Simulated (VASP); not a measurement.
A run of VASP 6.6.1 is set up as follows.

The input POSCAR:

```
InP
1.0
    0.0000000000      3.0421759819      2.9535689145
    3.0421759819      0.0000000000      2.9535689145
    3.0421759819      3.0421759819      0.0000000000
In P
1 1
Direct
    0.0000000000      0.0000000000      0.0000000000
    0.7500000000      0.7500000000      0.7500000000
```

INCAR.step1

```
SYSTEM = InP
PREC     = Accurate       ! precision mode
ENCUT    = 520            ! plane-wave cutoff, eV
ISMEAR   = 0              ! smearing method
SIGMA    = 0.05           ! smearing width, eV
LREAL    = .False.        ! projectors in reciprocal space
LASPH    = .True.         ! aspherical terms in the spheres
NELM     = 60             ! most SCF steps
NBANDS   = 16             ! bands
GGA      = PE             ! functional
ALGO     = Normal         ! electronic algorithm
EDIFF    = 1E-4           ! SCF threshold, eV
LWAVE    = .True.         ! write WAVECAR
LCHARG   = .False.        ! write CHGCAR
```

INCAR.step2

```
SYSTEM = InP
PREC     = Accurate       ! precision mode
ENCUT    = 520            ! plane-wave cutoff, eV
EDIFF    = 1E-7           ! SCF threshold, eV
ISMEAR   = 0              ! smearing method
SIGMA    = 0.05           ! smearing width, eV
LREAL    = .False.        ! projectors in reciprocal space
LASPH    = .True.         ! aspherical terms in the spheres
NELM     = 60             ! most SCF steps
ALGO     = Normal         ! electronic algorithm
ISIF     = 2              ! what is computed and relaxed
LWAVE    = .False.        ! write WAVECAR
LCHARG   = .True.         ! write CHGCAR
METAGGA  = R2SCAN         ! meta-GGA
LMIXTAU  = .True.       
LELF     = .True.         ! ELF
LVHAR    = .True.       
NBANDS   = 16             ! bands
ISTART   = 1
```

Contents of KPOINTS:

```
Automatic mesh
0
Gamma
  8 8 8
  0 0 0
```

Potentials or basis: VASP PAW PBE potentials, release 64 (In_d, P).

Launch:

```sh
$ cat potpaw_PBE.64/In_d/POTCAR potpaw_PBE.64/P/POTCAR > POTCAR
$ cp INCAR.step1 INCAR
$ mpirun -np 1 vasp_std > vasp.out
$ cp INCAR.step2 INCAR
$ mpirun -np 1 vasp_std > vasp.out
```

(1) Predict the band gap on the k mesh.

(2) What does it give for the pressure?

Answers

(1) 0.59 eV.

(2) -3.6 GPa.

Caveat: the cell differs from its parent crystal (strain +0.030 along x and y, +0.000 along z); the cell stands under tension; semilocal functionals underestimate gaps, and a narrow one can read as zero; the PAW data sets were made with another functional, which shifts forces and pressure a little; spin-orbit coupling is left out, which moves the levels of the heavy elements.
